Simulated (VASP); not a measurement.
# Ta (Fd-3m) in VASP: a series of runs

Ta is run at these levels: RPBE; tasks: single point.

Program: VASP 6.6.1. These are calculated values, not measurements. Logs are shortened: lines on timing, memory, paths and dates and some standing lists are left out, and cuts for length are marked.

**1. The cell of the first run**

The structure is cubic, space group Fd-3m (No. 227). The conventional cell has a = 5.993 Å, b = 5.993 Å, c = 5.993 Å, α = 90.00°, β = 90.00°, γ = 90.00°. Within 3.4 Å of Ta (site symmetry -43m) lie 4 Ta at 2.60 Å.

This isn't the form of Ta at room conditions, which is bcc.

**2. Single point, RPBE (26.91 Å³/atom)**

INCAR

```
SYSTEM = Ta
ALGO     = Normal         ! electronic algorithm
EDIFF    = 1E-7           ! SCF threshold, eV
ENCUT    = 520            ! plane-wave cutoff, eV
GGA      = RP             ! functional
ISIF     = 2              ! what is computed and relaxed
ISMEAR   = -1             ! smearing method
LASPH    = .True.         ! aspherical terms in the spheres
LCHARG   = .False.        ! write CHGCAR
LREAL    = .False.        ! projectors in reciprocal space
LWAVE    = .False.        ! write WAVECAR
NBANDS   = 18             ! bands
NELM     = 60             ! most SCF steps
PREC     = Accurate       ! precision mode
SIGMA    = 0.1            ! smearing width, eV
```

KPOINTS

```
k-points
0
Gamma
  10 10 10
  0 0 0
```

POSCAR

```
Ta
1.0
    0.0000000000      2.9964987992      2.9964987992
    2.9964987992      0.0000000000      2.9964987992
    2.9964987992      2.9964987992      0.0000000000
Ta
2
Direct
    0.1250000000      0.1250000000      0.1250000000
    0.8750000000      0.8750000000      0.8750000000
```

Potentials or basis: VASP PAW PBE potentials, release 64 (Ta_pv).

Started as:

```sh
$ cat potpaw_PBE.64/Ta_pv/POTCAR > POTCAR
$ mpirun -np 1 vasp_std > vasp.out
```

OUTCAR:

```text
SYSTEM = Ta
   EDIFF = 1E-7
   ENCUT = 520
   GGA = RP
   ISIF = 2
   ISMEAR = -1
   LASPH = .True.
   LREAL = .False.
   NELM = 60
   PREC = Accurate

 ion  position               nearest neighbor table
   1  0.125  0.125  0.125-   2 2.60   2 2.60   2 2.60   2 2.60
   2  0.875  0.875  0.875-   1 2.60   1 2.60   1 2.60   1 2.60

  LATTYP: Found a face centered cubic cell.
 ALAT       =     5.9929975984

  Lattice vectors:

 A1 = (   0.0000000000,   2.9964987992,   2.9964987992)
 A2 = (   2.9964987992,   0.0000000000,   2.9964987992)
 A3 = (   2.9964987992,   2.9964987992,   0.0000000000)

Analysis of symmetry for initial positions (statically):
=====================================================================
 Subroutine PRICEL returns:
 Original cell was already a primitive cell.

 Routine SETGRP: Setting up the symmetry group for a
 face centered cubic supercell.

 Subroutine GETGRP returns: Found 48 space group operations
 (whereof 12 operations were pure point group operations)
 out of a pool of 48 trial point group operations.

The static configuration has the point symmetry D_3d.
 The point group associated with its full space group is O_h .

Analysis of symmetry for dynamics (positions and initial velocities):
=====================================================================
 Subroutine PRICEL returns:
 Original cell was already a primitive cell.

 Routine SETGRP: Setting up the symmetry group for a
 face centered cubic supercell.

 Subroutine GETGRP returns: Found 48 space group operations
 (whereof 12 operations were pure point group operations)
 out of a pool of 48 trial point group operations.

The dynamic configuration has the point symmetry D_3d.
 The point group associated with its full space group is O_h .

 Subroutine INISYM returns: Found 48 space group operations
 (whereof 12 operations are pure point group operations),
 and found     1 'primitive' translations

----------------------------------------------------------------------------------------

                                     Primitive cell

  volume of cell :      53.8112

  direct lattice vectors                    reciprocal lattice vectors
     0.000000000  2.996498799  2.996498799    -0.166861405  0.166861405  0.166861405
     2.996498799  0.000000000  2.996498799     0.166861405 -0.166861405  0.166861405
     2.996498799  2.996498799  0.000000000     0.166861405  0.166861405 -0.166861405

  length of vectors
     4.237689241  4.237689241  4.237689241     0.289012431  0.289012431  0.289012431

  position of ions in fractional coordinates (direct lattice)
     0.125000000  0.125000000  0.125000000
     0.875000000  0.875000000  0.875000000

  ion indices of the primitive-cell ions
   primitive index   ion index
                 1           1
                 2           2

----------------------------------------------------------------------------------------

 KPOINTS: k-points

Automatic generation of k-mesh.
 Grid dimensions read from file:
 generate k-points for:   10   10   10

 Generating k-lattice:

  Cartesian coordinates                     Fractional coordinates (reciprocal lattice)
    -0.016686141  0.016686141  0.016686141     0.100000000  0.000000000  0.000000000
     0.016686141 -0.016686141  0.016686141     0.000000000  0.100000000  0.000000000
     0.016686141  0.016686141 -0.016686141     0.000000000  0.000000000  0.100000000

  Length of vectors
     0.028901243  0.028901243  0.028901243

  Shift w.r.t. Gamma in fractional coordinates (k-lattice)
     0.000000000  0.000000000  0.000000000

 Subroutine IBZKPT returns following result:
 ===========================================

 Found     47 irreducible k-points:

 Following reciprocal coordinates:
            Coordinates               Weight
  0.000000  0.000000  0.000000      1.000000
  0.100000  0.000000  0.000000      8.000000
  0.200000  0.000000  0.000000      8.000000
  0.300000  0.000000  0.000000      8.000000
  0.400000  0.000000  0.000000      8.000000
  0.500000  0.000000  0.000000      4.000000
[... 16 lines left out ...]
  0.300000  0.300000  0.000000      6.000000
  0.400000  0.300000  0.000000     24.000000
 [... further k-points ...]
   k-points           NKPTS =     47   k-points in BZ     NKDIM =     47   number of bands    NBANDS=     18
   number of dos      NEDOS =    301   number of ions     NIONS =      2
   total plane-waves  NPLWV =  32768
   dimension x,y,z NGX =    32 NGY =   32 NGZ =   32
   dimension x,y,z NGXF=    64 NGYF=   64 NGZF=   64
   ions per type =               2
   NGX,Y,Z   is equivalent  to a cutoff of  12.55, 12.55, 12.55 a.u.
   NGXF,Y,Z  is equivalent  to a cutoff of  25.11, 25.11, 25.11 a.u.
 SYSTEM =  Ta
   PREC   = accura    normal or accurate (medium, high low for compatibility)
   ISTART =      0    job   : 0-new  1-cont  2-samecut
   ICHARG =      2    charge: 1-file 2-atom 10-const
   ISPIN  =      1    spin polarized calculation?
   LNONCOLLINEAR =      F non collinear calculations
   LSORBIT =      F    spin-orbit coupling
   LASPH  =      T    aspherical Exc in radial PAW
   ENCUT  =  520.0 eV  38.22 Ry    6.18 a.u.   7.88  7.88  7.88*2*pi/ulx,y,z
   NELM   =     60;   NELMIN=  2; NELMDL= -5     # of ELM steps
   EDIFF  = 0.1E-06   stopping-criterion for ELM
   LREAL  =      F    real-space projection
   EDIFFG = 0.1E-05   stopping-criterion for IOM
   NSW    =      0    number of steps for IOM
   IBRION =     -1    ionic relax: 0-MD 1-quasi-New 2-CG
   NFREE  =      0    steps in history (QN), initial steepest desc. (CG)
   ISIF   =      2    stress and relaxation
   ISYM   =      2    0-nonsym 1-usesym 2-fastsym
   POTIM  = 0.5000    time-step for ionic-motion
   TEBEG  =    0.0;   TEEND  =   0.0 temperature during run
   PSTRESS=    0.0 pullay stress
   NELECT =      22.0000    total number of electrons
   NUPDOWN=      -1.0000    fix difference up-down
   EMIN   =  10.00;   EMAX   =-10.00  energy-range for DOS
   EFERMI =   0.00;   METHOD = LEGACY
   ISMEAR =    -1;   SIGMA  =   0.10  broadening in eV -4-tet -1-fermi 0-gaus
   EFERMI_NEDOS =   21; number of points for ismear=-14 and -15
   IALGO  =     38    algorithm
   IMIX   =      4    mixing-type and parameters
     AMIX     =   0.40;   BMIX     =  1.00
     AMIX_MAG =   1.60;   BMIX_MAG =  1.00
  volume/ion in A,a.u.               =      26.91       181.57
  Fermi-wavevector in a.u.,A,eV,Ry     =   1.215043  2.296098 20.086679  1.476329
  Thomas-Fermi vector in A             =   2.350443
   LORBIT       =      0    0 simple, 1 ext, 2 COOP (PROOUT), +10 PAW based schemes
   GGA     = RP    functional components
   LHFCALC =     F    Hartree Fock is set to
   AEXX    =    0.0000 exact exchange contribution
   IVDW    =     0    specifies the selected vdW correction
   LEPSILON=     F    determine dielectric tensor
   LRPA    =     F    only Hartree local field effects (RPA)
 non-spin polarized calculation
  energy-cutoff  :      520.00
  volume of cell :       53.81
 maximum number of plane-waves:      1467
   NGX = 15   NGY = 15   NGZ = 15

 number of electron      21.9999996 magnetization

 Free energy of the ion-electron system (eV)
  ---------------------------------------------------
  ext. energy  EPLUGINS =         0.00000000
  ---------------------------------------------------
  free energy    TOTEN  =       -16.92733627 eV

  energy without entropy =      -16.80050068  energy(sigma->0) =      -16.86391848

 E-fermi :   2.4241     XC(G=0): -10.1844

 val. band max:        2.4213682510   @ k =   0.4000   0.2000   0.0000
 cond. band min:       2.4306025368   @ k =   0.1000   0.1000   0.0000
 fundamental gap:      0.0092342858
 Fermi energy:         2.4241129786

 k-point     1 :       0.0000    0.0000    0.0000
  band No.  band energies     occupation
      1     -31.7405      2.00000
      2     -31.7405      2.00000
      3     -31.7405      2.00000
      4     -30.8207      2.00000
      5     -30.8207      2.00000
      6     -30.8207      2.00000
[... 10 lines left out ...]
     17       8.5782      0.00000
     18      12.5588      0.00000

 k-point     2 :       0.1000    0.0000    0.0000
  band No.  band energies     occupation
      1     -31.7512      2.00000
      2     -31.7512      2.00000
      3     -31.7394      2.00000
      4     -30.8234      2.00000
      5     -30.8091      2.00000
      6     -30.8091      2.00000
[... 10 lines left out ...]
     17       8.5379      0.00000
     18      12.2853      0.00000

 k-point     3 :       0.2000    0.0000    0.0000
  band No.  band energies     occupation
      1     -31.7782      2.00000
      2     -31.7782      2.00000
      3     -31.7369      2.00000
      4     -30.8302      2.00000
      5     -30.7800      2.00000
      6     -30.7800      2.00000
[... 10 lines left out ...]
     17       8.4004      0.00000
     18      11.9327      0.00000

 k-point     4 :       0.3000    0.0000    0.0000
  band No.  band energies     occupation
      1     -31.8095      2.00000
      2     -31.8095      2.00000
      3     -31.7346      2.00000
      4     -30.8376      2.00000
      5     -30.7461      2.00000
      6     -30.7461      2.00000
[... 10 lines left out ...]
     17       8.1245      0.00000
     18       9.8368      0.00000

 k-point     5 :       0.4000    0.0000    0.0000
  band No.  band energies     occupation
      1     -31.8334      2.00000
      2     -31.8334      2.00000
      3     -31.7333      2.00000
      4     -30.8429      2.00000
      5     -30.7200      2.00000
      6     -30.7200      2.00000
[... 10 lines left out ...]
     17       7.7159      0.00000
     18       8.2314      0.00000

 k-point     6 :       0.5000    0.0000    0.0000
  band No.  band energies     occupation
      1     -31.8423      2.00000
      2     -31.8423      2.00000
      3     -31.7329      2.00000
      4     -30.8447      2.00000
      5     -30.7103      2.00000
      6     -30.7103      2.00000
[... 10 lines left out ...]
     17       7.4498      0.00000
     18       7.6059      0.00000

 k-point     7 :       0.1000    0.1000    0.0000
  band No.  band energies     occupation
      1     -31.7640      2.00000
      2     -31.7640      2.00000
      3     -31.7192      2.00000
      4     -30.8453      2.00000
      5     -30.7955      2.00000
      6     -30.7955      2.00000
[... 10 lines left out ...]
     17       8.7045      0.00000
     18      12.2104      0.00000

 k-point     8 :       0.2000    0.1000    0.0000
  band No.  band energies     occupation
      1     -31.7920      2.00000
      2     -31.7912      2.00000
      3     -31.7011      2.00000
      4     -30.8669      2.00000
      5     -30.7670      2.00000
      6     -30.7654      2.00000
[... 10 lines left out ...]
     17       8.7240      0.00000
     18      12.0715      0.00000
[... 229 lines left out ...]
     17       7.7151      0.00000
     18       8.0445      0.00000

 k-point    20 :      -0.4000    0.2000    0.0000
  band No.  band energies     occupation
      1     -31.9349      2.00000
      2     -31.8683      2.00000
      3     -31.5747      2.00000
      4     -31.0022      2.00000
      5     -30.6821      2.00000
      6     -30.6205      2.00000
[... 10 lines left out ...]
     17       7.9153      0.00000
     18       8.0461      0.00000

 k-point    21 :      -0.3000    0.2000    0.0000
  band No.  band energies     occupation
      1     -31.9211      2.00000
      2     -31.8424      2.00000
      3     -31.6088      2.00000
      4     -30.9660      2.00000
      5     -30.7102      2.00000
      6     -30.6345      2.00000
[... 10 lines left out ...]
     17       8.6036      0.00000
     18       8.8093      0.00000

 k-point    22 :      -0.2000    0.2000    0.0000
  band No.  band energies     occupation
      1     -31.8832      2.00000
      2     -31.8109      2.00000
      3     -31.6574      2.00000
      4     -30.9147      2.00000
      5     -30.7444      2.00000
      6     -30.6727      2.00000
[... 10 lines left out ...]
     17       8.7716      0.00000
     18      10.2616      0.00000

 k-point    23 :       0.3000    0.3000    0.0000
  band No.  band energies     occupation
      1     -31.8826      2.00000
      2     -31.8826      2.00000
      3     -31.5603      2.00000
      4     -31.0234      2.00000
      5     -30.6672      2.00000
      6     -30.6672      2.00000
[... 10 lines left out ...]
     17       8.7470      0.00000
     18      10.3290      0.00000

 k-point    24 :       0.4000    0.3000    0.0000
  band No.  band energies     occupation
      1     -31.9133      2.00000
      2     -31.9050      2.00000
      3     -31.5056      2.00000
      4     -31.0809      2.00000
      5     -30.6426      2.00000
      6     -30.6356      2.00000
[... 10 lines left out ...]
     17       8.5887      0.00000
     18       9.2612      0.00000

 [... further k-points ...]

------------------------ aborting loop because EDIFF is reached ----------------------------------------

  FORCE on cell =-STRESS in cart. coord.  units (eV):
  Direction    XX          YY          ZZ          XY          YZ          ZX
  --------------------------------------------------------------------------------------
  -------------------------------------------------------------------------------------
  Total        2.1346175      2.1346175      2.1346175      0.0000000      0.0000000      0.0000000
  in kB       63.5562603     63.5562603     63.5562603      0.0000000      0.0000000      0.0000000
  external PRESSURE =      63.5562603 kB  Pullay stress =       0.0000000 kB

 VOLUME and BASIS-vectors are now :
 -----------------------------------------------------------------------------
  energy-cutoff  :      520.00
  volume of cell :       53.81
      direct lattice vectors                 reciprocal lattice vectors
     0.000000000  2.996498799  2.996498799    -0.166861405  0.166861405  0.166861405
     2.996498799  0.000000000  2.996498799     0.166861405 -0.166861405  0.166861405
     2.996498799  2.996498799  0.000000000     0.166861405  0.166861405 -0.166861405

 POSITION                                       TOTAL-FORCE (eV/Angst)
 -----------------------------------------------------------------------------------
      0.74912      0.74912      0.74912         0.000000      0.000000      0.000000
      5.24387      5.24387      5.24387        -0.000000     -0.000000     -0.000000
 -----------------------------------------------------------------------------------
    total drift:                                0.000000      0.000000     -0.000000

  FREE ENERGIE OF THE ION-ELECTRON SYSTEM (eV)
  ---------------------------------------------------
  free  energy   TOTEN  =       -16.9273362709 eV

  energy  without entropy=      -16.8005006850  energy(sigma->0) =      -16.86391848
```

Wall time 55 s (1 thread of Intel Xeon 8259CL, shared host); peak memory 0.19 GiB.

What came out:

| Property | Result |
| --- | --- |
| Free energy | -16.9273 eV |
| Pressure | 6.4 GPa |
| Band gap on the k mesh | zero (bands 11 and 12 overlap by 0.85 eV) |

Levels at points of the mesh, in eV from the Fermi level:
| k point | band 7 | band 8 | band 9 | band 10 | band 11 | band 12 | band 13 | band 14 | band 15 | band 16 |
| --- | --- | --- | --- | --- | --- | --- | --- | --- | --- | --- |
| (0.00, 0.00, 0.00) | -5.73 | -1.09 | -1.09 | -0.31 | -0.31 | -0.31 | 2.11 | 2.11 | 2.11 | 6.15 |
| (0.50, 0.00, 0.00) | -3.17 | -1.32 | -0.96 | -0.96 | -0.40 | -0.40 | -0.05 | 3.34 | 3.34 | 5.03 |
| (0.50, 0.50, 0.00) | -2.12 | -2.12 | -0.95 | -0.95 | -0.29 | -0.29 | 1.85 | 1.85 | 4.47 | 4.47 |

Caveat: the cell stands under pressure; the PAW data sets were made with another functional, which shifts forces and pressure a little; spin-orbit coupling is left out, which moves the levels of the heavy elements.

**3. Single point, RPBE (28.08 Å³/atom)**

This run uses another cell than the first one, of 28.08 Å³/atom.

INCAR

```
SYSTEM = Ta
ALGO = Normal
EDIFF = 1E-6
ENCUT = 520
GGA = RP
ISIF = 2
ISMEAR = -1
LASPH = .TRUE.
LCHARG = .FALSE.
LREAL = .FALSE.
LWAVE = .FALSE.
NBANDS = 18
NELM = 100
PREC = Accurate
SIGMA = 0.1
```

KPOINTS

```
k-points
0
G
  10 10 10
  0 0 0
```

POSCAR

```
Ta
1.0
    0.0000000000      3.0393117092      3.0393117092
    3.0393117092      0.0000000000      3.0393117092
    3.0393117092      3.0393117092      0.0000000000
Ta
2
Direct
    0.1250000000      0.1250000000      0.1250000000
    0.8750000000      0.8750000000      0.8750000000
```

Potentials or basis: VASP PAW PBE potentials, release 64 (Ta_pv).

Started as:

```sh
$ cat potpaw_PBE.64/Ta_pv/POTCAR > POTCAR
$ mpirun -np 1 vasp_std > vasp.out
```

Wall time 46 s (1 thread of Intel Xeon 8259CL, shared host); peak memory 0.19 GiB.

The run converged. Its results:

- Free energy: -16.9947 eV
- Pressure: 2.9 GPa
- Band gap on the k mesh: zero (bands 11 and 12 overlap by 0.81 eV)

Levels at points of the mesh, in eV from the Fermi level:
| k point | band 7 | band 8 | band 9 | band 10 | band 11 | band 12 | band 13 | band 14 | band 15 | band 16 |
| --- | --- | --- | --- | --- | --- | --- | --- | --- | --- | --- |
| (0.00, 0.00, 0.00) | -5.61 | -0.98 | -0.98 | -0.31 | -0.31 | -0.31 | 2.03 | 2.03 | 2.03 | 5.87 |
| (0.50, 0.00, 0.00) | -3.17 | -1.20 | -0.86 | -0.86 | -0.37 | -0.37 | -0.14 | 3.19 | 3.19 | 4.81 |
| (0.50, 0.50, 0.00) | -1.96 | -1.96 | -1.05 | -1.05 | -0.26 | -0.26 | 1.82 | 1.82 | 4.28 | 4.28 |

Caveat: the PAW data sets were made with another functional, which shifts forces and pressure a little; spin-orbit coupling is left out, which moves the levels of the heavy elements.
